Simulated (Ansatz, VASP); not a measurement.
Two plane-wave programs on Zn2C

File INCAR:

```
PREC = Accurate ; ENCUT = 520
EDIFF = 1E-6 ; ISMEAR = -1
SIGMA = 0.02 ; LREAL = False
LASPH = True ; NELM = 80
ALGO = Normal ; ISIF = 2
LWAVE = False ; LCHARG = False
GGA = PE ; NBANDS = 21
```

The input KPOINTS:

```
Automatic mesh
0
Gamma
  8 8 8
```

POSCAR

```
Zn2C
1.0
    0.0000000000      2.5006105624      2.5006105624
    2.5006105624      0.0000000000      2.5006105624
    2.5006105624      2.5006105624      0.0000000000
C Zn
1 2
Direct
    0.0000000000      0.0000000000      0.0000000000
    0.2500000000      0.2500000000      0.2500000000
    0.7500000000      0.7500000000      0.7500000000
```

Input for Ansatz:

```yaml
crystal:
  lattice:
    - [0.0, 2.5006105624, 2.5006105624]
    - [2.5006105624, 0.0, 2.5006105624]
    - [2.5006105624, 2.5006105624, 0.0]
  atoms:
    - { symbol: C, position: [0.0, 0.0, 0.0] }
    - { symbol: Zn, position: [0.25, 0.25, 0.25] }
    - { symbol: Zn, position: [0.75, 0.75, 0.75] }
kpoints:
  mp_grid: { grid: [8, 8, 8] }
  band_path:
    path:
      - [0.0, 0.0, 0.0]
      - [0.5, 0.0, 0.5]
      - [0.625, 0.25, 0.625]
      - [0.375, 0.375, 0.75]
      - [0.5, 0.5, 0.5]
      - [0.5, 0.25, 0.75]
    npoints: 1
hamiltonian:
  xc: pbe
scf:
  occupations: { method: fermi_dirac, width: 0.02 }
  n_extra_bands: 4
output:
  forces: true
  stress: true
  eigenvalues: true
```

Change from the starting cell: hydrostatic strain -3.0%.

Alike in both runs: task single point; functional PBE; k mesh 8 × 8 × 8; occupations fermi-dirac, width 0.02 eV; no spin polarisation.

|  | VASP | Ansatz |
| --- | --- | --- |
| version | VASP 6.6.1 | Ansatz 0.2.0 |
| potentials or method | VASP PAW PBE potentials, release 64 (C, Zn) | plane waves, PAW |
| plane-wave cutoff (eV) | 520 | 420 |
| valence electrons in the cell | 28 | 28 |

|  | VASP | Ansatz | Ansatz less VASP |
| --- | --- | --- | --- |
| pressure (GPa) | 22.1 | 21.1 | -1.01 |
